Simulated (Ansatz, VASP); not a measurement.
Nb: VASP beside Ansatz

```
Nb
1.0
     2.99317    0.00000    0.00000
    -1.49659    2.59216    0.00000
     0.00000    0.00000    5.46618
Nb
2
Direct
  0.33333 0.66667 0.25000
  0.66667 0.33333 0.75000
```

Alike in both runs: task single point; functional revPBE; k mesh 14 × 14 × 7; occupations fermi-dirac, width 0.1 eV; no spin polarisation.

```csv
,VASP,Ansatz
version,VASP 6.6.1,Ansatz 0.2.0
potentials or method,"VASP PAW PBE potentials, release 64 (Nb_sv), cutoff 520 eV","plane waves (420 eV) with PAW, scalar-relativistic"
valence electrons in the cell,26,26
```

Ansatz gave:

```
pressure (GPa)                                                : -14.3
traceless stress, the component that is largest in VASP (GPa) : 1.04
```

Estimate VASP's values.

pressure (GPa): -14.5; traceless stress, the component that is largest in VASP (GPa): 1.02.

VASP's potentials were made for PBE, not for revPBE.
